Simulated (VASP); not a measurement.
A run of VASP 6.6.1 is set up as follows.

The input INCAR:

```
PREC = Accurate
ENCUT = 520
EDIFF = 1E-6
ISMEAR = 0
SIGMA = 0.05
LREAL = F
LASPH = T
NELM = 60
ALGO = Normal
ISIF = 2
LWAVE = F
LCHARG = T
LDIPOL = T
IDIPOL = 3
DIPOL = 0.5 0.5 0.500
GGA = PE
LELF = T
LVHAR = T
LVACPOTAV = T
NBANDS = 58
```

File KPOINTS:

```
regular mesh
0
Gamma
  16 16 1
```

Contents of POSCAR:

```
Ru
1.0
    2.7060000000      0.0000000000      0.0000000000
    1.3530000000      2.3434647426      0.0000000000
    0.0000000000      0.0000000000     28.8460000000
Ru
7
Direct
    0.0000000000      0.0000000000      0.2787693226
    0.6666666667      0.6666666667      0.3504240303
    0.0000000000      0.0000000000      0.4251780003
    0.6666666667      0.6666666667      0.5000000064
    0.0000000000      0.0000000000      0.5748219847
    0.6666666667      0.6666666667      0.6495759714
    0.0000000000      0.0000000000      0.7212306842
```

Potentials or basis: VASP PAW PBE potentials, release 64 (Ru_pv).

Command:

```bash
$ cat potpaw_PBE.64/Ru_pv/POTCAR > POTCAR
$ mpirun -np 1 vasp_std > vasp.out
```

Predict the largest force.

0.013 eV/Å.

Estimate the band gap on the k mesh.

zero (bands 49 and 50 overlap by 2.53 eV).

Forces on the atoms (eV/Å):
```
Ru   0.000  0.000 -0.013
Ru   0.000  0.000  0.009
Ru   0.000  0.000  0.000
Ru   0.000  0.000  0.000
Ru   0.000  0.000  0.000
Ru   0.000  0.000 -0.009
Ru   0.000  0.000  0.013
```
